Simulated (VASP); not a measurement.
**SiBr5: single point with PBE**

SiBr5:

```
Si Br
1.0
     0.00000    5.51885    5.51885
     5.51885    0.00000    5.51885
     5.51885    5.51885    0.00000
Si Br
1 5
Direct
  0.25000 0.25000 0.25000
  0.75000 0.75000 0.75000
  0.13439 0.59683 0.13439
  0.13439 0.13439 0.13439
  0.59683 0.13439 0.13439
  0.13439 0.13439 0.59683
```

The cell was generated, and may not be a known phase.

```
Program                : VASP 6.6.1
Task                   : single point
Functional             : PBE
Potentials or basis    : VASP PAW PBE potentials, release 64 (Si, Br)
Cutoff                 : 520 eV
k mesh                 : 6 × 6 × 6
Occupations            : gaussian, width 0.1 eV
Spin                   : no spin polarisation
Dipole correction      : no
Further INCAR settings : ALGO = Fast; EDIFF = 1e-07; NBANDS = 28
```

The pressure is 0.0 GPa and the band gap on the k mesh is zero (an odd number of electrons rules out a gap without spin polarisation).

Levels at points of the mesh, in eV from the Fermi level:
```csv
k point,band 18,band 19,band 20,band 21,band 22,band 23
"(0.00, 0.00, 0.00)",-0.09,-0.09,-0.09,3.42,5.68,5.68
"(0.50, 0.00, 0.00)",-0.13,-0.06,-0.06,4.12,5.90,6.10
"(0.50, 0.50, 0.00)",-0.08,-0.05,-0.05,4.57,5.50,6.40
```

It took 7.2 min on 1 thread of Oxide Virtual Turin-like Processor (shared host), peak memory 0.5 GiB.

Caveat: an odd number of electrons without spin polarisation forces a metal; a magnetic or distorted state may lie lower.
